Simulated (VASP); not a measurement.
Here is a VASP 6.6.1 calculation.

INCAR

```
SYSTEM = Ge
PREC = Accurate
ENCUT = 520
EDIFF = 1E-6
ISMEAR = 0
SIGMA = 0.1
LREAL = .False.
LASPH = .True.
NELM = 100
ALGO = Normal
ISIF = 2
LWAVE = .False.
LCHARG = .False.
GGA = PE
NBANDS = 21
```

Contents of KPOINTS:

```
Automatic mesh
0
Gamma
  6 6 4
  0 0 0
```

POSCAR

```
Ge
1.0
    2.9466792467      0.0000000000      0.0000000000
    0.0000000000      2.9466792467      0.0000000000
    0.0000000000      0.0000000000      4.4746040637
Ge
2
Direct
    0.0000000000      0.5000000000      0.7502887641
    0.5000000000      0.0000000000      0.2497112359
```

Potentials or basis: VASP PAW PBE potentials, release 64 (Ge_d).

The run is started by

```bash
$ cat potpaw_PBE.64/Ge_d/POTCAR > POTCAR
$ mpirun -np 1 vasp_std > vasp.out
```

(1) Estimate the pressure.

(2) Estimate the largest force.

(3) What does it give for the band gap on the k mesh?

Answers

(1) 0.1 GPa.

(2) 0.007 eV/Å.

(3) zero (band 14 reaches 10.30 eV, above the bottom of band 15 at 4.52 eV).
